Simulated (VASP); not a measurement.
MgCd2Se3: single point with r2SCAN

The system is MgCd2Se3.

```
Mg Cd Se
1.0
     4.34360    0.00000    0.00000
    -2.17180    3.76167    0.00000
     0.00000    0.00000   21.16200
Mg Cd Se
2 4 6
Direct
  0.66667 0.33333 0.16912
  0.33333 0.66667 0.32839
  0.66667 0.33333 0.49500
  0.66667 0.33333 0.83538
  0.33333 0.66667 0.66513
  0.33333 0.66667 0.00593
  0.66667 0.33333 0.29189
  0.66667 0.33333 0.62193
  0.66667 0.33333 0.96242
  0.33333 0.66667 0.13287
  0.33333 0.66667 0.45151
  0.33333 0.66667 0.79216
```

| Property | Result |
| --- | --- |
| Program | VASP 6.6.1 |
| Task | single point |
| Functional | r2SCAN |
| Potentials or basis | VASP PAW PBE potentials, release 64 (Mg, Cd, Se) |
| Cutoff | 520 eV |
| k mesh | 6 × 6 × 2 |
| Occupations | gaussian, width 0.02 eV |
| Spin | no spin polarisation |
| Dipole correction | no |
| Further INCAR settings | ALGO = Normal; EDIFF = 1e-06; NBANDS = 56 |

```
Pressure               : -1.3 GPa
Largest force          : 0.031 eV/Å
Band gap on the k mesh : 1.39 eV
```

Forces on the atoms (eV/Å):
```
Mg   0.000  0.000  0.015
Mg   0.000  0.000  0.031
Cd   0.000  0.000  0.001
Cd   0.000  0.000 -0.006
Cd   0.000  0.000 -0.006
Cd   0.000  0.000 -0.013
Se   0.000  0.000 -0.017
Se   0.000  0.000  0.009
Se   0.000  0.000  0.003
Se   0.000  0.000 -0.007
Se   0.000  0.000 -0.016
Se   0.000  0.000  0.006
```

Levels at points of the mesh, in eV from the valence-band top:
| k point | band 40 | band 41 | band 42 | band 43 | band 44 | band 45 | band 46 | band 47 | band 48 | band 49 |
| --- | --- | --- | --- | --- | --- | --- | --- | --- | --- | --- |
| (0.00, 0.00, 0.00) | -0.20 | -0.18 | -0.18 | 0.00 | 0.00 | 1.39 | 2.47 | 2.70 | 2.80 | 3.38 |
| (0.50, 0.00, 0.00) | -1.14 | -1.12 | -1.05 | -0.98 | -0.72 | 3.12 | 3.25 | 3.69 | 3.77 | 4.03 |
| (0.00, 0.00, 0.50) | -0.38 | -0.17 | -0.17 | 0.00 | 0.00 | 1.66 | 2.13 | 2.77 | 2.84 | 3.42 |
| (0.50, 0.00, 0.50) | -1.27 | -1.23 | -1.12 | -0.91 | -0.74 | 3.28 | 3.33 | 3.42 | 3.80 | 4.00 |

It took 32 min on 1 thread of Intel Xeon 8259CL (shared host), peak memory 0.58 GiB.

Caveat: the PAW data sets were made with another functional, which shifts forces and pressure a little. A k mesh can miss the band edges.
